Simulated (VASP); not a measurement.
Here is a VASP 6.6.1 calculation.

The input INCAR:

```
SYSTEM = InSb
PREC = Accurate
ENCUT = 500
EDIFF = 1E-6
ISMEAR = 0
SIGMA = 0.1
LREAL = .FALSE.
LASPH = .TRUE.
NELM = 120
ALGO = Normal
ISIF = 2
LWAVE = .FALSE.
LCHARG = .TRUE.
GGA = PS
LELF = .TRUE.
LVHAR = .TRUE.
NBANDS = 26
GGA_COMPAT = .FALSE.
```

KPOINTS

```
regular mesh
0
G
  10 8 10
  0 0 0
```

POSCAR

```
InSb
1.0
    4.6095879582      0.0000000000      0.0000000000
    0.0000000000      6.5189418074      0.0000000000
    0.0000000000      0.0000000000      4.6095879582
In Sb
2 2
Direct
    0.0000000000      0.0000000000      0.0000000000
    0.5000000000      0.5000000000      0.5000000000
    0.0000000000      0.2500000000      0.5000000000
    0.5000000000      0.7500000000      0.0000000000
```

Potentials or basis: VASP PAW PBE potentials, release 64 (In_d, Sb).

The run is started by

```sh
$ cat potpaw_PBE.64/In_d/POTCAR potpaw_PBE.64/Sb/POTCAR > POTCAR
$ mpirun -np 1 vasp_std > vasp.out
```

(1) Estimate the pressure.

(2) What does it give for the band gap on the k mesh?

## Answers

(1) 0.0 GPa.

(2) zero (filled and empty bands touch).

Caveat: the PAW data sets were made with another functional, which shifts forces and pressure a little; spin-orbit coupling is left out, which moves the levels of the heavy elements.
